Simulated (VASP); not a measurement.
Input of a VASP 6.6.1 run:

Contents of INCAR:

```
PREC = Accurate
ENCUT = 520
EDIFF = 1E-7
ISMEAR = 0
SIGMA = 0.05
LREAL = False
LASPH = True
NELM = 80
ALGO = Normal
ISIF = 2
LWAVE = False
LCHARG = False
GGA = PE
NBANDS = 12
```

The input KPOINTS:

```
Automatic mesh
0
Gamma
  6 6 6
```

Contents of POSCAR:

```
As
1.0
    1.9108042338      1.1032033388      3.5546188824
   -1.9108042338      1.1032033388      3.5546188824
    0.0000000000     -2.2064066775      3.5546188824
As
2
Direct
    0.2263586767      0.2263586767      0.2263586767
    0.7736413233      0.7736413233      0.7736413233
```

Potentials or basis: VASP PAW PBE potentials, release 64 (As).

Command:

```sh
$ cat potpaw_PBE.64/As/POTCAR > POTCAR
$ mpirun -np 1 vasp_std > vasp.out
```

Problem. What does it give for the band gap on the k mesh?

Solution. Zero (band 5 reaches 4.91 eV, above the bottom of band 6 at 4.68 eV).

Problem. Estimate the pressure.

Solution. 0.2 GPa.

Problem. Predict the largest force.

Solution. 0.047 eV/Å.

Forces in eV/Å, atoms in the order of the input:
```
As   0.000  0.000  0.047
As   0.000  0.000 -0.047
```
